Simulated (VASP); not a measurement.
# Ge (Fd-3m) in VASP: a series of runs

Runs on Ge. Level: PBE. Tasks: density of states, vibrations by perturbation theory.

Everything below comes from runs of VASP 6.6.1. Logs are shortened: lines on timing, memory, paths and dates and some standing lists are left out, and cuts for length are marked.

## Step 1: The cell of the first run

Symmetry: Fd-3m, No. 227, cubic system. Conventional cell: a = 5.675 Å, b = 5.675 Å, c = 5.675 Å, α = 90.00°, β = 90.00°, γ = 90.00°. Ge (site symmetry -43m) has 4 Ge at 2.46 Å within 3.2 Å.

## Step 2: Density of states, PBE

POSCAR reads:

```
Ge
1.0
    0.0000000000      2.8374270000      2.8374270000
    2.8374270000      0.0000000000      2.8374270000
    2.8374270000      2.8374270000      0.0000000000
Ge
2
Direct
    0.5000000000      0.5000000000      0.5000000000
    0.7500000000      0.7500000000      0.7500000000
```

INCAR.step1 reads:

```
SYSTEM = Ge
ALGO = Normal ; EDIFF = 1E-7
ENCUT = 520 ; GGA = PE
ISIF = 2 ; ISMEAR = -1
LASPH = .True. ; LCHARG = .True.
LREAL = .False. ; LWAVE = .False.
NBANDS = 21 ; NELM = 60
PREC = Accurate ; SIGMA = 0.1
```

KPOINTS.step1 reads:

```
k-points
0
Gamma
  7 7 7
  0 0 0
```

INCAR.step2 reads:

```
SYSTEM = Ge
ALGO = Normal ; EDIFF = 1E-7
ENCUT = 520 ; GGA = PE
ICHARG = 11 ; ISIF = 2
ISMEAR = -5 ; LASPH = .True.
LCHARG = .False. ; LORBIT = 11
LREAL = .False. ; LWAVE = .False.
NBANDS = 21 ; NEDOS = 1001
NELM = 60 ; PREC = Accurate
SIGMA = 0.1
```

KPOINTS.step2 reads:

```
k-points
0
Gamma
  11 11 11
  0 0 0
```

Potentials or basis: VASP PAW PBE potentials, release 64 (Ge_d).

Command:

```console
$ cat potpaw_PBE.64/Ge_d/POTCAR > POTCAR
$ cp INCAR.step1 INCAR
$ cp KPOINTS.step1 KPOINTS
$ mpirun -np 1 vasp_std > vasp.out
$ cp INCAR.step2 INCAR
$ cp KPOINTS.step2 KPOINTS
$ mpirun -np 1 vasp_std > vasp.out
```

OUTCAR:

```text
SYSTEM = Ge
   EDIFF = 1E-7
   ENCUT = 520
   GGA = PE
   ICHARG = 11
   ISIF = 2
   ISMEAR = -5
   LASPH = .True.
   LORBIT = 11
   LREAL = .False.
   NELM = 60
   PREC = Accurate

 ion  position               nearest neighbor table
   1  0.500  0.500  0.500-   2 2.46   2 2.46   2 2.46   2 2.46
   2  0.750  0.750  0.750-   1 2.46   1 2.46   1 2.46   1 2.46

  LATTYP: Found a face centered cubic cell.
 ALAT       =     5.6748540000

  Lattice vectors:

 A1 = (   0.0000000000,   2.8374270000,   2.8374270000)
 A2 = (   2.8374270000,   0.0000000000,   2.8374270000)
 A3 = (   2.8374270000,   2.8374270000,   0.0000000000)

Analysis of symmetry for initial positions (statically):
[... 6 lines left out ...]

 Subroutine GETGRP returns: Found 48 space group operations
 (whereof 24 operations were pure point group operations)
 out of a pool of 48 trial point group operations.

The static configuration has the point symmetry T_d .
 The point group associated with its full space group is O_h .

Analysis of symmetry for dynamics (positions and initial velocities):
[... 6 lines left out ...]

 Subroutine GETGRP returns: Found 48 space group operations
 (whereof 24 operations were pure point group operations)
 out of a pool of 48 trial point group operations.

The dynamic configuration has the point symmetry T_d .
 The point group associated with its full space group is O_h .

 Subroutine INISYM returns: Found 48 space group operations
 (whereof 24 operations are pure point group operations),
 and found     1 'primitive' translations

----------------------------------------------------------------------------------------

                                     Primitive cell

  volume of cell :      45.6882

  direct lattice vectors                    reciprocal lattice vectors
     0.000000000  2.837427000  2.837427000    -0.176215987  0.176215987  0.176215987
     2.837427000  0.000000000  2.837427000     0.176215987 -0.176215987  0.176215987
     2.837427000  2.837427000  0.000000000     0.176215987  0.176215987 -0.176215987

  length of vectors
     4.012727746  4.012727746  4.012727746     0.305215043  0.305215043  0.305215043

  position of ions in fractional coordinates (direct lattice)
     0.500000000  0.500000000  0.500000000
     0.750000000  0.750000000  0.750000000

  ion indices of the primitive-cell ions
   primitive index   ion index
                 1           1
                 2           2

----------------------------------------------------------------------------------------

 KPOINTS: k-points

Automatic generation of k-mesh.
 Grid dimensions read from file:
 generate k-points for:   11   11   11

 Generating k-lattice:

  Cartesian coordinates                     Fractional coordinates (reciprocal lattice)
    -0.016019635  0.016019635  0.016019635     0.090909091  0.000000000  0.000000000
     0.016019635 -0.016019635  0.016019635     0.000000000  0.090909091  0.000000000
     0.016019635  0.016019635 -0.016019635     0.000000000  0.000000000  0.090909091

  Length of vectors
     0.027746822  0.027746822  0.027746822

  Shift w.r.t. Gamma in fractional coordinates (k-lattice)
     0.000000000  0.000000000  0.000000000

 TETIRR: Found    201 inequivalent tetrahedra from     7986

 Subroutine IBZKPT returns following result:
 ===========================================

 Found     56 irreducible k-points:

 Following reciprocal coordinates:
            Coordinates               Weight
  0.000000  0.000000  0.000000      1.000000
  0.090909  0.000000  0.000000      8.000000
  0.181818  0.000000  0.000000      8.000000
  0.272727  0.000000  0.000000      8.000000
  0.363636  0.000000  0.000000      8.000000
  0.454545  0.000000  0.000000      8.000000
[... 16 lines left out ...]
 -0.272727  0.181818  0.000000     24.000000
 -0.181818  0.181818  0.000000     12.000000
 [... further k-points ...]
   k-points           NKPTS =     56   k-points in BZ     NKDIM =     56   number of bands    NBANDS=     21
   number of dos      NEDOS =   1001   number of ions     NIONS =      2
   total plane-waves  NPLWV =  27000
   dimension x,y,z NGX =    30 NGY =   30 NGZ =   30
   dimension x,y,z NGXF=    60 NGYF=   60 NGZF=   60
   ions per type =               2
   NGX,Y,Z   is equivalent  to a cutoff of  12.43, 12.43, 12.43 a.u.
   NGXF,Y,Z  is equivalent  to a cutoff of  24.86, 24.86, 24.86 a.u.
 SYSTEM =  Ge
   PREC   = accura    normal or accurate (medium, high low for compatibility)
   ISTART =      0    job   : 0-new  1-cont  2-samecut
   ICHARG =     11    charge: 1-file 2-atom 10-const
   ISPIN  =      1    spin polarized calculation?
   LNONCOLLINEAR =      F non collinear calculations
   LSORBIT =      F    spin-orbit coupling
   LASPH  =      T    aspherical Exc in radial PAW
   ENCUT  =  520.0 eV  38.22 Ry    6.18 a.u.   7.46  7.46  7.46*2*pi/ulx,y,z
   NELM   =     60;   NELMIN=  2; NELMDL=  0     # of ELM steps
   EDIFF  = 0.1E-06   stopping-criterion for ELM
   LREAL  =      F    real-space projection
   EDIFFG = 0.1E-05   stopping-criterion for IOM
   NSW    =      0    number of steps for IOM
   IBRION =     -1    ionic relax: 0-MD 1-quasi-New 2-CG
   NFREE  =      0    steps in history (QN), initial steepest desc. (CG)
   ISIF   =      2    stress and relaxation
   ISYM   =      2    0-nonsym 1-usesym 2-fastsym
   POTIM  = 0.5000    time-step for ionic-motion
   TEBEG  =    0.0;   TEEND  =   0.0 temperature during run
   PSTRESS=    0.0 pullay stress
   NELECT =      28.0000    total number of electrons
   NUPDOWN=      -1.0000    fix difference up-down
   EMIN   =  10.00;   EMAX   =-10.00  energy-range for DOS
   EFERMI =   0.00;   METHOD = LEGACY
   ISMEAR =    -5;   SIGMA  =   0.10  broadening in eV -4-tet -1-fermi 0-gaus
   EFERMI_NEDOS =   21; number of points for ismear=-14 and -15
   IALGO  =     38    algorithm
   IMIX   =      4    mixing-type and parameters
     AMIX     =   0.40;   BMIX     =  1.00
     AMIX_MAG =   1.60;   BMIX_MAG =  1.00
  volume/ion in A,a.u.               =      22.84       154.16
  Fermi-wavevector in a.u.,A,eV,Ry     =   1.390570  2.627796 26.309375  1.933685
  Thomas-Fermi vector in A             =   2.514492
   LORBIT       =     11    0 simple, 1 ext, 2 COOP (PROOUT), +10 PAW based schemes
   GGA     = PE    functional components
   LHFCALC =     F    Hartree Fock is set to
   AEXX    =    0.0000 exact exchange contribution
   IVDW    =     0    specifies the selected vdW correction
   LEPSILON=     F    determine dielectric tensor
   LRPA    =     F    only Hartree local field effects (RPA)
 non-spin polarized calculation
 Fermi weights with tetrahedron method with Bloechl corrections
  energy-cutoff  :      520.00
  volume of cell :       45.69
 maximum number of plane-waves:      1247
 NGX is ok and might be reduce to    30

 number of electron      28.0000014 magnetization

 Free energy of the ion-electron system (eV)
  ---------------------------------------------------
  ext. energy  EPLUGINS =         0.00000000
  ---------------------------------------------------
  free energy    TOTEN  =        -9.01833965 eV

  energy without entropy =       -9.01833965  energy(sigma->0) =       -9.01833965

 E-fermi :   4.9062     XC(G=0):  -9.8794

 val. band max:        4.9045091378   @ k =   0.0000   0.0000   0.0000
 cond. band min:       4.9045091378   @ k =   0.0000   0.0000   0.0000
 fundamental gap:      0.0000000000
 Fermi energy:         4.9062397554

 k-point     1 :       0.0000    0.0000    0.0000
  band No.  band energies     occupation
      1     -19.8927      2.00000
      2     -19.8927      2.00000
      3     -19.8927      2.00000
      4     -19.8569      2.00000
      5     -19.8569      2.00000
      6     -19.6517      2.00000
[... 13 lines left out ...]
     20      14.3647      0.00000
     21      14.3647      0.00000

 k-point     2 :       0.0909    0.0000    0.0000
  band No.  band energies     occupation
      1     -19.8975      2.00000
      2     -19.8975      2.00000
      3     -19.8914      2.00000
      4     -19.8504      2.00000
      5     -19.8504      2.00000
      6     -19.6591      2.00000
[... 13 lines left out ...]
     20      13.7382      0.00000
     21      13.7382      0.00000

 k-point     3 :       0.1818    0.0000    0.0000
  band No.  band energies     occupation
      1     -19.9056      2.00000
      2     -19.9056      2.00000
      3     -19.8878      2.00000
      4     -19.8379      2.00000
      5     -19.8379      2.00000
      6     -19.6699      2.00000
[... 13 lines left out ...]
     20      13.1968      0.00000
     21      13.1968      0.00000

 k-point     4 :       0.2727    0.0000    0.0000
  band No.  band energies     occupation
      1     -19.9117      2.00000
      2     -19.9117      2.00000
      3     -19.8830      2.00000
      4     -19.8266      2.00000
      5     -19.8266      2.00000
      6     -19.6784      2.00000
[... 13 lines left out ...]
     20      13.3351      0.00000
     21      13.3351      0.00000

 k-point     5 :       0.3636    0.0000    0.0000
  band No.  band energies     occupation
      1     -19.9152      2.00000
      2     -19.9152      2.00000
      3     -19.8786      2.00000
      4     -19.8194      2.00000
      5     -19.8194      2.00000
      6     -19.6832      2.00000
[... 13 lines left out ...]
     20      14.2326      0.00000
     21      14.2326      0.00000
[... 382 lines left out ...]
     20      15.2634      0.00000
     21      15.5151      0.00000

 k-point    22 :      -0.3636    0.1818    0.0000
  band No.  band energies     occupation
      1     -19.9332      2.00000
      2     -19.9238      2.00000
      3     -19.8513      2.00000
      4     -19.8080      2.00000
      5     -19.7922      2.00000
      6     -19.7097      2.00000
[... 13 lines left out ...]
     20      13.6587      0.00000
     21      15.5975      0.00000

 k-point    23 :      -0.2727    0.1818    0.0000
  band No.  band energies     occupation
      1     -19.9267      2.00000
      2     -19.9233      2.00000
      3     -19.8585      2.00000
      4     -19.8198      2.00000
      5     -19.7962      2.00000
      6     -19.7090      2.00000
[... 13 lines left out ...]
     20      14.4634      0.00000
     21      16.2553      0.00000

 k-point    24 :      -0.1818    0.1818    0.0000
  band No.  band energies     occupation
      1     -19.9196      2.00000
      2     -19.9169      2.00000
      3     -19.8722      2.00000
      4     -19.8284      2.00000
      5     -19.8086      2.00000
      6     -19.6995      2.00000
[... 13 lines left out ...]
     20      14.5029      0.00000
     21      14.6853      0.00000

 [... further k-points ...]
[... 5 lines left out ...]
  --------------------------------------------------------------------------------------
  -------------------------------------------------------------------------------------
  Total        0.6837090      0.6837090      0.6837090      0.0000000      0.0000000     -0.0000000
  in kB       23.9760580     23.9760580     23.9760580      0.0000000      0.0000000     -0.0000000
  external PRESSURE =      23.9760580 kB  Pullay stress =       0.0000000 kB

 VOLUME and BASIS-vectors are now :
 -----------------------------------------------------------------------------
  energy-cutoff  :      520.00
  volume of cell :       45.69
      direct lattice vectors                 reciprocal lattice vectors
     0.000000000  2.837427000  2.837427000    -0.176215987  0.176215987  0.176215987
     2.837427000  0.000000000  2.837427000     0.176215987 -0.176215987  0.176215987
     2.837427000  2.837427000  0.000000000     0.176215987  0.176215987 -0.176215987

 POSITION                                       TOTAL-FORCE (eV/Angst)
 -----------------------------------------------------------------------------------
      2.83743      2.83743      2.83743         0.000000      0.000000      0.000000
      4.25614      4.25614      4.25614        -0.000000     -0.000000     -0.000000
 -----------------------------------------------------------------------------------
    total drift:                                0.000000     -0.000000     -0.000000

  FREE ENERGIE OF THE ION-ELECTRON SYSTEM (eV)
  ---------------------------------------------------
  free  energy   TOTEN  =        -9.0183396503 eV

  energy  without entropy=       -9.0183396503  energy(sigma->0) =       -9.01833965

 total charge

# of ion       s       p       d       tot
------------------------------------------
    1        1.131   1.255  10.022  12.409
    2        1.131   1.255  10.022  12.409
--------------------------------------------------
tot          2.262   2.511  20.045  24.817
```

Wall time 37 s (1 thread of Intel Xeon Platinum 8559C (Emerald Rapids), shared host); peak memory 0.18 GiB.

Results:

```
Valence electrons inside the program's atomic spheres : Ge 12.41
```

Caveat: tetrahedron occupations give inexact forces and stress in metals.

## Step 3: Vibrations by perturbation theory, PBE

INCAR reads:

```
SYSTEM = Ge
PREC = Accurate
ENCUT = 520
EDIFF = 1E-8
ISMEAR = -1
SIGMA = 0.1
LREAL = .FALSE.
LASPH = .TRUE.
NELM = 80
ALGO = Normal
ISIF = 2
LWAVE = .FALSE.
LCHARG = .FALSE.
GGA = PE
IBRION = 8
NSW = 1
```

KPOINTS reads:

```
regular mesh
0
G
  7 7 7
  0 0 0
```

POSCAR is that of step 2.

Potentials or basis: VASP PAW PBE potentials, release 64 (Ge_d).

Command:

```console
$ cat potpaw_PBE.64/Ge_d/POTCAR > POTCAR
$ mpirun -np 1 vasp_std > vasp.out
```

OUTCAR:

```text
SYSTEM = Ge
   PREC = Accurate
   ENCUT = 520
   EDIFF = 1E-8
   ISMEAR = -1
   LREAL = .FALSE.
   LASPH = .TRUE.
   NELM = 80
   ISIF = 2
   GGA = PE
   IBRION = 8
   NSW = 1

 ion  position               nearest neighbor table
   1  0.500  0.500  0.500-   2 2.46   2 2.46   2 2.46   2 2.46
   2  0.750  0.750  0.750-   1 2.46   1 2.46   1 2.46   1 2.46

  LATTYP: Found a face centered cubic cell.
 ALAT       =     5.6748540000

  Lattice vectors:

[... 664 lines left out ...]
               1X          1Y          1Z          2X          2Y          2Z
  1X   -10.703196    0.000000    0.000000   10.703196    0.000000    0.000000
  1Y     0.000000  -10.703196    0.000000    0.000000   10.703196    0.000000
  1Z     0.000000    0.000000  -10.703196    0.000000    0.000000   10.703196
  2X    10.703196    0.000000    0.000000  -10.703196    0.000000    0.000000
  2Y     0.000000   10.703196    0.000000    0.000000  -10.703196    0.000000
  2Z     0.000000    0.000000   10.703196    0.000000    0.000000  -10.703196

 Eigenvectors and eigenvalues of the dynamical matrix
 ----------------------------------------------------

   1 f  =    8.488369 THz    53.333995 2PiTHz  283.141508 cm-1    35.105057 meV
             X         Y         Z           dx          dy          dz
      2.837427  2.837427  2.837427     0.000000   -0.707107    0.000000
      4.256140  4.256140  4.256140     0.000000    0.707107    0.000000
[... 21 lines left out ...]
   6 f  =    0.000000 THz     0.000000 2PiTHz    0.000000 cm-1     0.000000 meV
             X         Y         Z           dx          dy          dz
      2.837427  2.837427  2.837427     0.000000    0.000000    0.707107
      4.256140  4.256140  4.256140     0.000000    0.000000    0.707107

--------------------------------------------------------------------------------------------------------

 ELASTIC MODULI CONTR FROM IONIC RELAXATION (kBar)
 Direction    XX          YY          ZZ          XY          YZ          ZX
 --------------------------------------------------------------------------------
 XX          -0.0000     -0.0000     -0.0000     -0.0000      0.0000     -0.0000
 YY          -0.0000     -0.0000     -0.0000     -0.0000     -0.0000      0.0000
 ZZ          -0.0000     -0.0000     -0.0000      0.0000     -0.0000     -0.0000
 XY          -0.0000     -0.0000      0.0000   -254.0233      0.0000      0.0000
 YZ           0.0000     -0.0000     -0.0000      0.0000   -254.0233      0.0000
 ZX          -0.0000      0.0000     -0.0000      0.0000      0.0000   -254.0233
 --------------------------------------------------------------------------------
```

stdout:

```text
POSCAR found type information on POSCAR Ge
 POSCAR found :  1 types and       2 ions
 scaLAPACK will be used
 LDA part: xc-table for (Slater+PW92), standard interpolation
 POSCAR, INCAR and KPOINTS ok, starting setup
 FFT: planning ... GRIDC
 FFT: planning ... GRID_SOFT
 FFT: planning ... GRID
 WAVECAR not read
 entering main loop
 Linear response reoptimize wavefunctions to high precision
 Linear response DOF=           1
 Linear response progress:
 first order change of Fermi-energy   0.12564E-03
 force on displaced ion       1 direction 1 : -10.703  -0.000  -0.000
 Linear response finished
```

It took 86 s on 1 thread of Intel Xeon Platinum 8559C (Emerald Rapids), shared host; peak memory 0.25 GiB.

Results:

```
Highest phonon frequency at Γ : 283 cm⁻¹
```

Phonon frequencies in cm⁻¹ (negative: imaginary):
```
              q point        frequencies
(0.000, 0.000, 0.000)  0 0 0 283 283 283
```

Caveat: the cell wasn't relaxed at this level first, which shifts response properties.

(Continued in part 2 of 2.)
